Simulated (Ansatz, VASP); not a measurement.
SrO: VASP beside Ansatz

```
Sr O
1.0
     0.00000    2.56119    2.56119
     2.56119    0.00000    2.56119
     2.56119    2.56119    0.00000
Sr O
1 1
Cartesian
  0.0000 0.0000 0.0000
  2.5612 2.5612 2.5612
```

Alike in both runs: functional PBEsol; k mesh 8 × 8 × 8; occupations gaussian, width 0.02 eV; no spin polarisation.

Ansatz relaxed the structure, and its values are those at the end. VASP's run is a single point on that final structure, the one shown.

```csv
,VASP,Ansatz
version,VASP 6.6.1,Ansatz 0.2.0
potentials or method,"VASP PAW PBE potentials, release 64 (Sr_sv, O), cutoff 520 eV","scalar-relativistic, plane waves, PAW"
valence electrons in the cell,16,16
```

```tsv
	VASP	Ansatz	Ansatz less VASP
gap on the k mesh at the Fermi level (eV)	3.15	3.20	+0.049
least direct gap on the mesh (eV)	3.23	3.26	+0.038
pressure (GPa)	0.6	0.0	-0.64
```

VASP's potentials were made for PBE, not for PBEsol.
